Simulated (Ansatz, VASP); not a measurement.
# One calculation of GaSb, two programs

```xyz
2
Lattice="0.0000 2.8731 2.8731 2.8731 0.0000 2.8731 2.8731 2.8731 0.0000" Properties=species:S:1:pos:R:3 pbc="T T T"
Ga    0.0000    0.0000    0.0000
Sb    2.8731    2.8731    2.8731
```

Alike in both runs: task single point; functional PBE; k mesh 8 × 8 × 8; occupations fermi-dirac, width 0.02 eV; no spin polarisation.

|  | VASP | Ansatz |
| --- | --- | --- |
| version | VASP 6.6.1 | Ansatz 0.2.0 |
| potentials or method | VASP PAW PBE potentials, release 64 (Ga_d, Sb) | plane waves, PAW |
| plane-wave cutoff (eV) | 500 | 420 |
| valence electrons in the cell | 18 | 28 |

|  | VASP | Ansatz | Ansatz less VASP |
| --- | --- | --- | --- |
| pressure (GPa) | 1.7 | 1.7 | -0.01 |

VASP's potentials hold 18 valence electrons a cell and Ansatz's 28, so a difference there can come from the potentials and not from the codes.

Spin-orbit coupling is off throughout.
